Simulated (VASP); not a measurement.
# NaCa2H2 (P6mm) in VASP: relaxation of cell and atoms with PBE

Aim: the relaxation of cell and atoms of NaCa2H2 with PBE.

All numbers are computed with VASP 6.6.1; they aren't measurements. Logs are shortened: lines on timing, memory, paths and dates and some standing lists are left out, and cuts for length are marked.

**1. The cell of the first run**

The structure is hexagonal, space group P6mm (No. 183). Conventional cell: a = 4.631 Å, b = 4.631 Å, c = 3.705 Å, α = 90.00°, β = 90.00°, γ = 120.00°. Na (site symmetry 6mm) has 6 H at 2.68 Å and 12 Ca at 3.05 to 3.48 Å within 3.5 Å. Ca (site symmetry 3m) has 2 H at 1.58 to 2.13 Å within 2.2 Å. Within 2.2 Å of H (site symmetry 3m) lie 2 Ca at 1.58 to 2.13 Å.

The cell was built from a structure type or drawn by symmetry, and may not be a known phase.

**2. Relaxation of cell and atoms, PBE**

File INCAR:

```
PREC = Accurate ; ENCUT = 970
EDIFF = 1E-7 ; ISMEAR = 0
SIGMA = 0.1 ; LREAL = F
LASPH = T ; NELM = 120
ALGO = Normal ; ISIF = 3
LWAVE = F ; LCHARG = F
GGA = PE ; IBRION = 2
NSW = 90 ; EDIFFG = -0.04
GGA_COMPAT = F ; NELMIN = 4
```

File KPOINTS:

```
regular mesh
0
Gamma
  6 6 6
```

File POSCAR:

```
NaCa2H2
1.0
    4.6312130500      0.0000000000      0.0000000000
   -2.3156065300      4.0107481500      0.0000000000
    0.0000000000      0.0000000000      3.7054970600
Na Ca H
1 2 2
Direct
    0.0000000000      0.0000000000      0.6483049900
    0.3333333300      0.6666666700      0.0467269100
    0.6666666700      0.3333333300      0.0467269100
    0.3333333300      0.6666666700      0.6211387100
    0.6666666700      0.3333333300      0.6211387100
```

Potentials or basis: VASP PAW PBE potentials, release 64 (Na_sv, Ca_sv, H).

Run with:

```sh
cat potpaw_PBE.64/Na_sv/POTCAR potpaw_PBE.64/Ca_sv/POTCAR potpaw_PBE.64/H/POTCAR > POTCAR
mpirun -np 1 vasp_std > vasp.out
```

OUTCAR:

```text
PREC = Accurate
   ENCUT = 970
   EDIFF = 1E-7
   ISMEAR = 0
   LREAL = F
   LASPH = T
   NELM = 120
   ISIF = 3
   GGA = PE
   IBRION = 2
   NSW = 90
   EDIFFG = -0.04
   NELMIN = 4

 ion  position               nearest neighbor table
   1  0.000  0.000  0.648-
   2  0.333  0.667  0.047-   4 1.58   3 2.67   3 2.67   3 2.67
   3  0.667  0.333  0.047-   5 1.58   2 2.67   2 2.67   2 2.67
   4  0.333  0.667  0.621-   2 1.58
   5  0.667  0.333  0.621-   3 1.58

  LATTYP: Found a hexagonal cell.
 ALAT       =     4.6312130500
 C/A-ratio  =     0.8001137110

  Lattice vectors:

 A1 = (   4.6312130500,   0.0000000000,   0.0000000000)
 A2 = (  -2.3156065300,   4.0107481500,   0.0000000000)
 A3 = (   0.0000000000,   0.0000000000,   3.7054970600)

Analysis of symmetry for initial positions (statically):
=====================================================================
 Subroutine PRICEL returns:
 Original cell was already a primitive cell.

 Routine SETGRP: Setting up the symmetry group for a
 hexagonal supercell.

 Subroutine GETGRP returns: Found 12 space group operations
 (whereof 12 operations were pure point group operations)
 out of a pool of 24 trial point group operations.

The static configuration has the point symmetry C_6v.

Analysis of symmetry for dynamics (positions and initial velocities):
=====================================================================
 Subroutine PRICEL returns:
 Original cell was already a primitive cell.

 Routine SETGRP: Setting up the symmetry group for a
 hexagonal supercell.

 Subroutine GETGRP returns: Found 12 space group operations
 (whereof 12 operations were pure point group operations)
 out of a pool of 24 trial point group operations.

The dynamic configuration has the point symmetry C_6v.

 Subroutine INISYM returns: Found 12 space group operations
 (whereof 12 operations are pure point group operations),
 and found     1 'primitive' translations

----------------------------------------------------------------------------------------

                                     Primitive cell

  volume of cell :      68.8282

  direct lattice vectors                    reciprocal lattice vectors
     4.631213050  0.000000000  0.000000000     0.215926149  0.124665021  0.000000000
    -2.315606530  4.010748150  0.000000000     0.000000000  0.249330041  0.000000000
     0.000000000  0.000000000  3.705497060     0.000000000  0.000000000  0.269869328

  length of vectors
     4.631213050  4.631213051  3.705497060     0.249330041  0.249330041  0.269869328

  position of ions in fractional coordinates (direct lattice)
     0.000000000  0.000000000  0.648304990
     0.333333330  0.666666670  0.046726910
     0.666666670  0.333333330  0.046726910
     0.333333330  0.666666670  0.621138710
     0.666666670  0.333333330  0.621138710
[... 82 lines left out ...]
   EDIFFG = -.4E-01   stopping-criterion for IOM
   NSW    =     90    number of steps for IOM
   IBRION =      2    ionic relax: 0-MD 1-quasi-New 2-CG
   NFREE  =      1    steps in history (QN), initial steepest desc. (CG)
   ISIF   =      3    stress and relaxation
   ISYM   =      2    0-nonsym 1-usesym 2-fastsym
   POTIM  = 0.5000    time-step for ionic-motion
   TEBEG  =    0.0;   TEEND  =   0.0 temperature during run
   PSTRESS=    0.0 pullay stress
   NELECT =      31.0000    total number of electrons
   NUPDOWN=      -1.0000    fix difference up-down
   EMIN   =  10.00;   EMAX   =-10.00  energy-range for DOS
   EFERMI =   0.00;   METHOD = LEGACY
   ISMEAR =     0;   SIGMA  =   0.10  broadening in eV -4-tet -1-fermi 0-gaus
   EFERMI_NEDOS =   21; number of points for ismear=-14 and -15
   IALGO  =     38    algorithm
   IMIX   =      4    mixing-type and parameters
     AMIX     =   0.40;   BMIX     =  1.00
     AMIX_MAG =   1.60;   BMIX_MAG =  1.00
  volume/ion in A,a.u.               =      13.77        92.90
  Fermi-wavevector in a.u.,A,eV,Ry     =   1.254892  2.371403 21.425845  1.574755
  Thomas-Fermi vector in A             =   2.388676
   LORBIT       =      0    0 simple, 1 ext, 2 COOP (PROOUT), +10 PAW based schemes
   GGA     = PE    functional components
   LHFCALC =     F    Hartree Fock is set to
   AEXX    =    0.0000 exact exchange contribution
   IVDW    =     0    specifies the selected vdW correction
   LEPSILON=     F    determine dielectric tensor
   LRPA    =     F    only Hartree local field effects (RPA)
 conjugate gradient relaxation of ions
 non-spin polarized calculation
 Gauss-broadening in eV      SIGMA  =   0.10
  energy-cutoff  :      970.00
  volume of cell :       68.83
 maximum number of plane-waves:      4741
 NGX is ok and might be reduce to    48
   NGX = 23   NGY = 23   NGZ = 19

--------------------------------------- Ionic step        1  -------------------------------------------

 number of electron      31.0000001 magnetization

 Free energy of the ion-electron system (eV)
  ---------------------------------------------------
  ext. energy  EPLUGINS =         0.00000000
  ---------------------------------------------------
  free energy    TOTEN  =        -6.32927645 eV

  energy without entropy =       -6.31702483  energy(sigma->0) =       -6.32315064

 E-fermi :   4.5492     XC(G=0):  -9.5449

 val. band max:        4.5357915941   @ k =   0.3333   0.0000   0.0000
 cond. band min:       4.5492012074   @ k =   0.1667   0.0000   0.5000
 fundamental gap:      0.0134096133
 Fermi energy:         4.5491517418

 k-point     1 :       0.0000    0.0000    0.0000
  band No.  band energies     occupation
      1     -47.9732      2.00000
      2     -36.9702      2.00000
      3     -36.4416      2.00000
      4     -19.9501      2.00000
      5     -19.9501      2.00000
      6     -19.8627      2.00000
[... 629 lines left out ...]
  FREE ENERGIE OF THE ION-ELECTRON SYSTEM (eV)
  ---------------------------------------------------
  free  energy   TOTEN  =        -9.5374714327 eV

  energy  without entropy=       -9.5199113946  energy(sigma->0) =       -9.52869141

[... ionic steps 4 to 12 ...]

--------------------------------------- Ionic step       13  -------------------------------------------

 number of electron      30.9999987 magnetization

------------------------ aborting loop because EDIFF is reached ----------------------------------------
[... 73 lines left out ...]
--------------------------------------- Ionic step       15  -------------------------------------------

 number of electron      31.0000002 magnetization

 Free energy of the ion-electron system (eV)
  ---------------------------------------------------
  ext. energy  EPLUGINS =         0.00000000
  ---------------------------------------------------
  free energy    TOTEN  =       -11.01018226 eV

  energy without entropy =      -10.99021884  energy(sigma->0) =      -11.00020055

 E-fermi :   1.4081     XC(G=0):  -7.3024

 val. band max:        1.3943098770   @ k =   0.3333   0.3333   0.5000
 cond. band min:       1.4104563941   @ k =   0.3333   0.1667   0.5000
 fundamental gap:      0.0161465172
 Fermi energy:         1.4081110451

 k-point     1 :       0.0000    0.0000    0.0000
  band No.  band energies     occupation
      1     -51.4456      2.00000
      2     -40.4462      2.00000
      3     -40.4098      2.00000
      4     -23.3485      2.00000
      5     -23.3485      2.00000
      6     -23.3353      2.00000
[... 551 lines left out ...]
  FREE ENERGIE OF THE ION-ELECTRON SYSTEM (eV)
  ---------------------------------------------------
  free  energy   TOTEN  =       -11.0101822625 eV

  energy  without entropy=      -10.9902188385  energy(sigma->0) =      -11.00020055

 reached required accuracy - stopping structural energy minimisation
```

CONTCAR:

```text
NaCa2H2
   1.00000000000000
     5.9542131025528535   -0.0000000019841891    0.0000000000000000
    -2.9771065594231354    5.1564998041172041    0.0000000000000000
     0.0000000000000000   -0.0000000000000000    4.2207657985084088
  Na              Ca              H
     1     2     2
Direct
     1.0000000000000000    0.0000000000000000    0.6074739291852179
     0.3333333300000021    0.6666666699999979    0.0941553220483309
     0.6666666699999979    0.3333333300000021    0.0941553220483309
     0.3333333300000021    0.6666666699999979    0.5941258283590537
     0.6666666699999979    0.3333333300000021    0.5941258283590537

  0.00000000E+00  0.00000000E+00  0.00000000E+00
  0.00000000E+00  0.00000000E+00  0.00000000E+00
  0.00000000E+00  0.00000000E+00  0.00000000E+00
  0.00000000E+00  0.00000000E+00  0.00000000E+00
  0.00000000E+00  0.00000000E+00  0.00000000E+00
```

It took 16 min on 1 thread of Intel Xeon Platinum 8259CL at 2.50GHz (Skylake/Cascade Lake), shared host; peak memory 0.38 GiB.

Results:

| Quantity | Value |
| --- | --- |
| Free energy | -11.0102 eV |
| Relaxed volume | 25.92 Å³/atom |
| Relaxed cell | a = 5.954 Å, b = 5.954 Å, c = 4.221 Å, α = 90.00°, β = 90.00°, γ = 120.00° |
| Space group after relaxing (to 0.1 Å) | P6mm (No. 183) |
| Energy gained by relaxing | 936.2 meV/atom |
| Ionic steps | 15 |
| Pressure after relaxing | -0.1 GPa |
| Largest force after relaxing | 0.037 eV/Å |
| Band gap on the k mesh | zero (an odd number of electrons rules out a gap without spin polarisation) |

Forces in eV/Å, atoms in the order of the input:
```
Na   0.000  0.000 -0.037
Ca   0.000  0.000  0.015
Ca   0.000  0.000  0.015
H    0.000  0.000  0.004
H    0.000  0.000  0.004
```

The path:
| step | energy change (eV) | largest force (eV/Å) | pressure (GPa) | volume (Å³) |
| --- | --- | --- | --- | --- |
| 1 | 0.0000 | 5.9000 | 28.55 | 68.83 |
| 2 | -3.1523 | 1.7262 | 7.07 | 95.93 |
| 3 | -3.2082 | 1.1712 | 8.61 | 88.12 |
| 4 | -3.2068 | 1.4527 | 7.81 | 91.40 |
| 5 | -3.9232 | 0.6319 | 3.28 | 106.59 |
| 6 | -4.0511 | 0.0747 | -3.35 | 141.30 |
| 7 | -4.1910 | 0.1446 | -0.70 | 125.44 |
| 8 | -4.5509 | 0.0866 | -0.79 | 129.86 |
| 9 | -4.6646 | 0.1171 | -0.89 | 133.04 |
| 10 | -4.6786 | 0.0647 | 0.05 | 128.85 |
| 11 | -4.6786 | 0.0647 | 0.03 | 128.91 |
| 12 | -4.6791 | 0.0603 | 0.02 | 129.05 |
| 13 | -4.6795 | 0.0525 | -0.01 | 129.35 |
| 14 | -4.6799 | 0.0497 | -0.03 | 129.41 |
| 15 | -4.6809 | 0.0372 | -0.08 | 129.59 |

Final structure:
```cif
data_structure
_symmetry_space_group_name_H-M 'P 1'
_symmetry_Int_Tables_number 1
_cell_length_a 5.9542
_cell_length_b 5.9542
_cell_length_c 4.2208
_cell_angle_alpha 90.000
_cell_angle_beta 90.000
_cell_angle_gamma 120.000
_cell_volume 129.59
loop_
_atom_site_label
_atom_site_type_symbol
_atom_site_fract_x
_atom_site_fract_y
_atom_site_fract_z
_atom_site_occupancy
Na1 Na 0.00000 0.00000 0.60747 1
Ca1 Ca 0.33333 0.66667 0.09416 1
Ca2 Ca 0.66667 0.33333 0.09416 1
H1 H 0.33333 0.66667 0.59413 1
H2 H 0.66667 0.33333 0.59413 1
```

Levels at points of the mesh, in eV from the Fermi level:
| k point | band 13 | band 14 | band 15 | band 16 | band 17 | band 18 |
| --- | --- | --- | --- | --- | --- | --- |
| (0.00, 0.00, 0.00) | -5.19 | -3.37 | -1.42 | 0.65 | 0.65 | 1.07 |
| (0.50, 0.00, 0.00) | -4.54 | -4.03 | -1.41 | -0.21 | 0.61 | 0.75 |
| (0.00, 0.00, 0.50) | -3.68 | -1.93 | -1.82 | 1.04 | 1.04 | 1.45 |
| (0.50, 0.00, 0.50) | -3.14 | -2.68 | -0.38 | -0.18 | 0.45 | 0.52 |

Caveat: the volume moved by over 15 % at a fixed basis, so the end points are rough.
